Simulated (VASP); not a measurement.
Set up this calculation in VASP 6.6.1, as the native input.

* Task: single point
* Functional: PBE
* Potentials or basis: VASP PAW PBE potentials, release 64 (Si, Ni)
* Cutoff: 520 eV
* k mesh: 2 × 2 × 2, shifted
* Occupations: gaussian, width 0.02 eV
* Spin: no spin polarisation
* Dipole correction: no
* Further INCAR settings: LREAL = Auto; ALGO = Normal; EDIFF = 1e-07; NBANDS = 91

The structure of Si32Ni (a cell with a defect) lies in POSCAR:

```
Si32Ni
1.0
   -5.4700937627     -5.4700937627      5.4700937627
    5.4700937627     -5.4700937627     -5.4700937627
    5.4700937627      5.4700937627      5.4700937627
Si Ni
32 1
Direct
    0.2498592454      0.7486657775      0.7489706169
   -0.0000460687      0.7526446856     -0.0000292500
    0.4990366927      0.4987312135      0.7500992082
    0.2500524780      0.5016656239      0.0000042961
    0.0000034734      0.5016648926      0.2500854756
    0.7489497763      0.7486494158      0.2498633587
    0.5008787086      0.7510137263      0.5008793485
    0.0000021937     -0.0045266135      0.7417871020
    0.7499731591      0.2515953217      0.7499790091
    0.4991126512      0.2501624395     -0.0000124312
    0.2581433813      0.2536515936      0.2581563610
   -0.0000077695      0.2501559497      0.4991141137
    0.7500822066      0.4987373377      0.4990528716
    0.7417722942     -0.0045217689      0.0000284273
    0.5008804454     -0.0003151683      0.2510777803
    0.2510470679     -0.0003229378      0.5008832789
    0.2502670995      0.7499699599      0.5001372223
   -0.0000474398      0.7479449489      0.7479104888
    0.5039083642      0.5043217940      0.5039291134
    0.2498419697      0.4997093503      0.7497397993
    0.0000126140      0.5014161766      0.0000414070
    0.7478874545      0.7479419325     -0.0000363796
    0.5001240598      0.7499663951      0.2502675565
    0.0000084094      0.0004148009      0.4960311683
    0.7501290980      0.2498230486      0.4998885062
    0.4998720531      0.2498135424      0.7501164839
    0.2512404832      0.2530598304     -0.0000042047
   -0.0000021937      0.2530589164      0.2512470644
    0.7497358689      0.4997063339      0.2498564118
    0.7487477688      0.0017830590      0.7487582805
    0.4960164519      0.0004291517      0.0000407671
    0.2520045469      0.0000300726      0.2520156070
   -0.0000381163      0.0839187626     -0.0000383906
```

These files were run (other wordings do the same):

INCAR

```
PREC = Accurate
ENCUT = 520
EDIFF = 1E-7
ISMEAR = 0
SIGMA = 0.02
LREAL = Auto
LASPH = T
NELM = 60
ALGO = Normal
ISIF = 2
LWAVE = F
LCHARG = F
GGA = PE
NBANDS = 91
KPAR = 2
```

KPOINTS

```
Automatic mesh
0
Gamma
  2 2 2
  0.5 0.5 0.5
```

Potentials or basis: VASP PAW PBE potentials, release 64 (Si, Ni).

Launch:

```bash
$ cat potpaw_PBE.64/Si/POTCAR potpaw_PBE.64/Ni/POTCAR > POTCAR
$ mpirun -np 4 vasp_std > vasp.out
```

It gave:

| Property | Result |
| --- | --- |
| Pressure | 0.6 GPa |
| Largest force | 0.011 eV/Å |
| Band gap on the k mesh | 0.84 eV |

It took 4.2 min on 4 MPI ranks on Intel(R) Xeon(R) Platinum 8259CL CPU @ 2.50GHz (Skylake/Cascade Lake), on a shared host, peak memory 0.49 GiB a rank.
